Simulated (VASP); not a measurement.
La3Si2O, 6 atoms in the cell. The structure is trigonal, space group R-3m (No. 166). The conventional cell has a = 6.819 Å, b = 6.819 Å, c = 10.338 Å, α = 90.00°, β = 90.00°, γ = 120.00°. Within 3.6 Å of La (site symmetry 2/m) lie 2 O at 2.62 Å and 6 Si at 3.04 to 3.59 Å and 4 La at 3.41 Å. Si (site symmetry 3m) has 1 Si at 2.26 Å and 3 La at 3.04 Å within 3.1 Å. Within 3.5 Å of O (site symmetry -3m) lie 6 La at 2.62 Å. The cell was generated, and may not be a known phase.

* Program: VASP 6.6.1
* Task: single point
* Functional: PBE
* Potentials or basis: VASP PAW PBE potentials, release 64 (La, Si, O)
* Cutoff: 520 eV
* k mesh: 6 × 6 × 6
* Occupations: gaussian, width 0.1 eV
* Spin: no spin polarisation
* Dipole correction: no
* Further INCAR settings: ALGO = Normal; EDIFF = 1e-07; NBANDS = 32

Potentials or basis: VASP PAW PBE potentials, release 64 (La, Si, O).

Command:

```bash
$ cat potpaw_PBE.64/La/POTCAR potpaw_PBE.64/Si/POTCAR potpaw_PBE.64/O/POTCAR > POTCAR
$ mpirun -np 1 vasp_std > vasp.out
```

Hardware: 1 thread of Intel(R) Xeon(R) Platinum 8259CL CPU @ 2.50GHz (Skylake/Cascade Lake), on a shared host.

**Question.** Estimate the wall time of this run.

**Answer.** It took 5 min on 1 thread of Intel(R) Xeon(R) Platinum 8259CL CPU @ 2.50GHz (Skylake/Cascade Lake) (shared host), peak memory 0.33 GiB. Counts: scf iterations 15, k points 32.
